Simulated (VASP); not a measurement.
WSe:

```
W Se
1.0
     0.00000    2.58235    2.58235
     2.58235    0.00000    2.58235
     2.58235    2.58235    0.00000
W Se
1 1
Direct
  0.00000 0.00000 0.00000
  0.50000 0.50000 0.50000
```

Base run:

* Program: VASP 6.6.1
* Functional: PBEsol
* Potentials or basis: VASP PAW PBE potentials, release 64 (W_sv, Se)
* Cutoff: 520 eV
* k mesh: 14 × 14 × 14
* Occupations: gaussian, width 0.05 eV
* Spin: collinear spin, ferromagnetic start
* Starting moments: [2.5, 0.0] μB
* Hubbard terms: W d U = 4.0 eV

Its results: pressure 19.7 GPa.

Problem. The run is repeated on the same cell with these changes: spin from collinear spin, ferromagnetic start to no spin polarisation; further incar settings from ALGO = Normal; EDIFF = 1e-06; NBANDS = 21 to ALGO = Normal; EDIFF = 1e-07; NBANDS = 17. What comes out?

Solution. Pressure 4.4 GPa.

Caveats: the PAW data sets were made with another functional, which shifts forces and pressure a little; U without spin polarisation on a metal has little footing (some runs).
